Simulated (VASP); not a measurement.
# Al4B3Sb in VASP: a series of runs

Runs on Al4B3Sb. Level: PBE. Tasks: single point.

Everything below comes from runs of VASP 6.6.1. Logs are shortened: lines on timing, memory, paths and dates and some standing lists are left out, and cuts for length are marked.

## (1) The cell of the first run

The typed cell holds 8 atoms: a = 3.069 Å, b = 3.286 Å, c = 11.022 Å, α = 90.07°, β = 89.71°, γ = 89.89°.

## (2) Single point, PBE

The input, INCAR:

```
PREC = Accurate
ENCUT = 520
EDIFF = 1E-6
ISMEAR = 0
SIGMA = 0.2
LREAL = F
LASPH = T
NELM = 80
ALGO = Normal
ISIF = 2
LWAVE = F
LCHARG = F
GGA = PE
NBANDS = 23
```

The input, KPOINTS:

```
regular mesh
0
Gamma
  8 6 2
```

The input, POSCAR:

```
Al4B3Sb
1.0
    3.0693894554      0.0032443810      0.0079371660
    0.0030283806      3.2858416436     -0.0017572610
    0.0273977153     -0.0068032401     11.0218204760
Al B Sb
4 3 1
Direct
    0.4933028554      0.5011700408      0.4933304756
    0.5005720935     -0.0003287393      0.1505750290
   -0.0028515212      0.5004183767      0.3011888232
    0.0060638622     -0.0014188691      0.9320076236
    0.5030244196      0.4992210469      0.0052087252
    0.4960829579      0.0006511231      0.3498055103
    0.0013658963      0.4993913894      0.0875092478
    0.0024394365      0.0008956315      0.6803755553
```

Potentials or basis: VASP PAW PBE potentials, release 64 (Al, B, Sb).

Launch:

```console
cat potpaw_PBE.64/Al/POTCAR potpaw_PBE.64/B/POTCAR potpaw_PBE.64/Sb/POTCAR > POTCAR
mpirun -np 1 vasp_std > vasp.out
```

OUTCAR:

```text
PREC = Accurate
   ENCUT = 520
   EDIFF = 1E-6
   ISMEAR = 0
   LREAL = F
   LASPH = T
   NELM = 80
   ISIF = 2
   GGA = PE

 ion  position               nearest neighbor table
   1  0.493  0.501  0.493-   6 2.28   6 2.28   3 2.61   3 2.62   8 3.03   8 3.03   8 3.07   8 3.07

   2  0.501  1.000  0.151-   6 2.20   5 2.29   5 2.30   7 2.35   7 2.35   7 2.35   7 2.36   3 2.79
                             3 2.79   3 2.80   3 2.80   4 2.85   4 2.86
   3  0.997  0.500  0.301-   6 2.31   6 2.31   6 2.31   6 2.31   7 2.36   1 2.61   1 2.62   2 2.79
                             2 2.79   2 2.80   2 2.80
   4  0.006  0.999  0.932-   7 2.37   7 2.37   5 2.38   5 2.39   5 2.39   5 2.39   8 2.77   2 2.85
                             2 2.86
   5  0.503  0.499  0.005-   7 1.78   7 1.78   2 2.29   2 2.30   4 2.38   4 2.39   4 2.39   4 2.39

   6  0.496  0.001  0.350-   2 2.20   1 2.28   1 2.28   3 2.31   3 2.31   3 2.31   3 2.31
   7  0.001  0.499  0.088-   5 1.78   5 1.78   2 2.35   2 2.35   2 2.35   3 2.36   2 2.36   4 2.37
                             4 2.37
   8  0.002  0.001  0.680-   4 2.77   1 3.03   1 3.03   1 3.07   1 3.07

  LATTYP: Found a triclinic cell.
 ALAT       =     3.0694014325
 B/A-ratio  =     3.7226349319
 C/A-ratio  =     1.0705160538
 COS(alpha) =     0.0016402084
 COS(beta)  =     0.0019772654
 COS(gamma) =     0.2637354152

  Lattice vectors:

 A1 = (   3.0693894554,   0.0032443810,   0.0079371660)
 A2 = (   3.0419917401,   0.0100476211, -11.0138833100)
 A3 = (   0.0030283806,   3.2858416436,  -0.0017572610)

Analysis of symmetry for initial positions (statically):
=====================================================================
 Subroutine PRICEL returns:
 Original cell was already a primitive cell.

 Routine SETGRP: Setting up the symmetry group for a
 triclinic supercell.

 Subroutine GETGRP returns: Found  1 space group operations
 (whereof  1 operations were pure point group operations)
 out of a pool of  2 trial point group operations.

The static configuration has the point symmetry C_1 .

Analysis of symmetry for dynamics (positions and initial velocities):
=====================================================================
 Subroutine PRICEL returns:
 Original cell was already a primitive cell.

 Routine SETGRP: Setting up the symmetry group for a
 triclinic supercell.

 Subroutine GETGRP returns: Found  1 space group operations
 (whereof  1 operations were pure point group operations)
 out of a pool of  2 trial point group operations.

The dynamic configuration has the point symmetry C_1 .

[... 117 lines left out ...]
   ISYM   =      2    0-nonsym 1-usesym 2-fastsym
   POTIM  = 0.5000    time-step for ionic-motion
   TEBEG  =    0.0;   TEEND  =   0.0 temperature during run
   PSTRESS=    0.0 pullay stress
   NELECT =      26.0000    total number of electrons
   NUPDOWN=      -1.0000    fix difference up-down
   EMIN   =  10.00;   EMAX   =-10.00  energy-range for DOS
   EFERMI =   0.00;   METHOD = LEGACY
   ISMEAR =     0;   SIGMA  =   0.20  broadening in eV -4-tet -1-fermi 0-gaus
   EFERMI_NEDOS =   21; number of points for ismear=-14 and -15
   IALGO  =     38    algorithm
   IMIX   =      4    mixing-type and parameters
     AMIX     =   0.40;   BMIX     =  1.00
     AMIX_MAG =   1.60;   BMIX_MAG =  1.00
  volume/ion in A,a.u.               =      13.90        93.77
  Fermi-wavevector in a.u.,A,eV,Ry     =   1.008671  1.906113 13.842815  1.017418
  Thomas-Fermi vector in A             =   2.141553
   LORBIT       =      0    0 simple, 1 ext, 2 COOP (PROOUT), +10 PAW based schemes
   GGA     = PE    functional components
   LHFCALC =     F    Hartree Fock is set to
   AEXX    =    0.0000 exact exchange contribution
   IVDW    =     0    specifies the selected vdW correction
   LEPSILON=     F    determine dielectric tensor
   LRPA    =     F    only Hartree local field effects (RPA)
 non-spin polarized calculation
 Gauss-broadening in eV      SIGMA  =   0.20
  energy-cutoff  :      520.00
  volume of cell :      111.16
 maximum number of plane-waves:      3030
   NGX = 11   NGY = 13   NGZ = 41

 number of electron      25.9999999 magnetization

 Free energy of the ion-electron system (eV)
  ---------------------------------------------------
  ext. energy  EPLUGINS =         0.00000000
  ---------------------------------------------------
  free energy    TOTEN  =       -37.47215326 eV

  energy without entropy =      -37.42899293  energy(sigma->0) =      -37.45057310

 E-fermi :   8.1212     XC(G=0): -10.5611

 val. band max:        8.1042945668   @ k =   0.5000   0.0000   0.5000
 cond. band min:       8.1493154349   @ k =   0.2500   0.3333   0.5000
 fundamental gap:      0.0450208681
 Fermi energy:         8.1211722936

 k-point     1 :       0.0000    0.0000    0.0000
  band No.  band energies     occupation
      1      -5.7445      2.00000
      2      -4.0467      2.00000
      3      -3.3771      2.00000
      4      -0.1138      2.00000
      5       1.0906      2.00000
      6       4.6614      2.00000
[... 613 lines left out ...]
     22      12.4506      0.00000
     23      13.8571      0.00000

 [... further k-points ...]

------------------------ aborting loop because EDIFF is reached ----------------------------------------

  FORCE on cell =-STRESS in cart. coord.  units (eV):
  Direction    XX          YY          ZZ          XY          YZ          ZX
  --------------------------------------------------------------------------------------
  -------------------------------------------------------------------------------------
  Total       -0.0090090      0.0197582     -0.0078322     -0.0239472     -0.0026552      0.0185967
  in kB       -0.1298496      0.2847794     -0.1128876     -0.3451571     -0.0382695      0.2680388
  external PRESSURE =       0.0140141 kB  Pullay stress =       0.0000000 kB

 VOLUME and BASIS-vectors are now :
 -----------------------------------------------------------------------------
  energy-cutoff  :      520.00
  volume of cell :      111.16
      direct lattice vectors                 reciprocal lattice vectors
     3.069389455  0.003244381  0.007937166     0.325800104 -0.000300705 -0.000810050
     0.003028381  3.285841644 -0.001757261    -0.000322175  0.304336428  0.000188653
     0.027397715 -0.006803240 11.021820476    -0.000234670  0.000048738  0.090729727

 POSITION                                       TOTAL-FORCE (eV/Angst)
 -----------------------------------------------------------------------------------
      1.52917      1.64501      5.44043        -0.001912      0.000678      0.003799
      1.54360      3.28536      1.66183        -0.004116      0.003204      0.002718
      3.07040      1.64548      3.32668         0.003796     -0.001440     -0.005408
      0.04717      3.27486     10.27071        -0.006449      0.000851      0.019032
      1.54563      1.64196      0.06052         0.000467     -0.002023     -0.002506
      1.53226      0.00137      3.85943         0.000444     -0.000670     -0.009385
      0.00810      1.64033      0.96364         0.006441      0.000186      0.005072
      0.02613     -0.00168      7.49900         0.001329     -0.000786     -0.013321
 -----------------------------------------------------------------------------------
    total drift:                                0.000112     -0.000054     -0.000678

  FREE ENERGIE OF THE ION-ELECTRON SYSTEM (eV)
  ---------------------------------------------------
  free  energy   TOTEN  =       -37.4721532632 eV

  energy  without entropy=      -37.4289929277  energy(sigma->0) =      -37.45057310
```

stdout:

```text
POSCAR found type information on POSCAR AlB Sb
 POSCAR found :  3 types and       8 ions
 scaLAPACK will be used
 LDA part: xc-table for (Slater+PW92), standard interpolation
 POSCAR, INCAR and KPOINTS ok, starting setup
 FFT: planning ... GRIDC
 FFT: planning ... GRID_SOFT
 FFT: planning ... GRID
 WAVECAR not read
 entering main loop
```

Run time: 2.3 min. Hardware: 1 thread of Intel Xeon 8259CL, shared host; peak memory 0.29 GiB.

What came out:

```
Free energy            : -37.4722 eV
Pressure               : 0.0 GPa
Largest force          : 0.020 eV/Å
Band gap on the k mesh : zero (bands 13 and 14 overlap by 3.53 eV)
```

Forces in eV/Å, atoms in the order of the input:
```
Al  -0.002  0.001  0.004
Al  -0.004  0.003  0.003
Al   0.004 -0.001 -0.005
Al  -0.006  0.001  0.019
B    0.000 -0.002 -0.003
B    0.000 -0.001 -0.009
B    0.006  0.000  0.005
Sb   0.001 -0.001 -0.013
```

Caveat: spin-orbit coupling is left out, which moves the levels of the heavy elements.

## (3) Single point, PBE

The input, INCAR:

```
PREC = Accurate ; ENCUT = 520
EDIFF = 1E-6 ; ISMEAR = 0
SIGMA = 0.2 ; LREAL = False
LASPH = True ; NELM = 100
ALGO = Normal ; ISIF = 2
LWAVE = False ; LCHARG = False
GGA = PE ; NBANDS = 23
```

KPOINTS is that of step 2.

The input, POSCAR:

```
Al4B3Sb
1.0
    3.0720878187      0.0000000000      0.0000000000
    0.0000000000      3.2603418017      0.0000000000
    0.0000000000      0.0000000000     11.1192443890
Al B Sb
4 3 1
Direct
    0.5000000000      0.5000000000      0.4911005685
    0.5000000000      0.0000000000      0.1524327427
    0.0000000000      0.5000000000      0.3012369083
    0.0000000000      0.0000000000      0.9312047522
    0.5000000000      0.5000000000      0.0057726382
    0.5000000000      0.0000000000      0.3498011271
    0.0000000000      0.5000000000      0.0878189701
    0.0000000000      0.0000000000      0.6806332829
```

Potentials or basis: VASP PAW PBE potentials, release 64 (Al, B, Sb).

Launch:

```console
cat potpaw_PBE.64/Al/POTCAR potpaw_PBE.64/B/POTCAR potpaw_PBE.64/Sb/POTCAR > POTCAR
mpirun -np 1 vasp_std > vasp.out
```

Wall time 2 min (1 thread of Intel Xeon 8259CL, shared host); peak memory 0.27 GiB.

The run converged. Its results:

| Property | Result |
| --- | --- |
| Free energy | -37.4623 eV |
| Pressure | 0.0 GPa |
| Largest force | 0.184 eV/Å |
| Band gap on the k mesh | zero (bands 13 and 14 overlap by 3.73 eV) |

Forces in eV/Å, atoms in the order of the input:
```
Al   0.000  0.000  0.115
Al   0.000  0.000 -0.184
Al   0.000  0.000 -0.024
Al   0.000  0.000  0.115
B    0.000  0.000  0.043
B    0.000  0.000 -0.051
B    0.000  0.000  0.019
Sb   0.000  0.000 -0.033
```

Stress tensor (GPa, compression positive):
```
-0.56  0.00  0.00
 0.00  1.18  0.00
 0.00  0.00 -0.66
```

Levels at points of the mesh, in eV from the Fermi level:
```tsv
k point	band 9	band 10	band 11	band 12	band 13	band 14	band 15	band 16	band 17	band 18
(0.00, 0.00, 0.00)	-2.23	-1.07	0.52	1.16	1.81	2.15	2.55	2.84	3.30	3.44
(0.50, 0.00, 0.00)	-3.60	-3.59	-0.01	0.10	0.50	0.88	1.05	1.80	2.79	4.11
(0.00, 0.50, 0.00)	-4.22	-2.80	-2.33	-0.29	0.40	1.84	1.98	2.35	4.93	5.39
(0.50, 0.50, 0.00)	-4.24	-4.15	-3.72	-2.43	-2.08	-1.68	-1.35	-0.74	0.45	0.96
(0.00, 0.00, 0.50)	-1.08	-0.40	0.52	1.05	1.43	1.93	2.29	2.85	3.03	3.54
(0.50, 0.00, 0.50)	-2.91	-2.68	-0.59	-0.01	0.10	0.20	0.50	3.61	4.01	4.12
(0.00, 0.50, 0.50)	-2.59	-2.33	-1.91	-1.84	-0.98	1.98	3.40	3.80	4.72	4.81
(0.50, 0.50, 0.50)	-4.12	-4.00	-3.54	-2.37	-2.32	-1.93	-1.77	-0.93	1.38	1.55
```

Caveat: spin-orbit coupling is left out, which moves the levels of the heavy elements.
